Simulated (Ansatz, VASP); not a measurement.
One calculation of Al, two programs

```xyz
2
Lattice="0.0000 2.9216 2.9216 2.9216 0.0000 2.9216 2.9216 2.9216 0.0000" Properties=species:S:1:pos:R:3 pbc="T T T"
Al    0.7304    0.7304    0.7304
Al    5.1127    5.1127    5.1127
```

Alike in both runs: task single point; functional RPBE; k mesh 10 × 10 × 10; occupations fermi-dirac, width 0.1 eV; no spin polarisation.

```csv
,VASP,Ansatz
version,VASP 6.6.1,Ansatz 0.2.0
potentials or method,"VASP PAW PBE potentials, release 64 (Al), cutoff 520 eV","plane waves (420 eV) with PAW, scalar-relativistic"
valence electrons in the cell,6,6
```

Ansatz gave:

* pressure (GPa): 5.9

**Question.** Which values does VASP return?

**Answer.** Pressure (GPa): 5.8.

VASP's potentials were made for PBE, not for RPBE. The functional is the same, so the differences come from potentials, cutoffs and numerics.
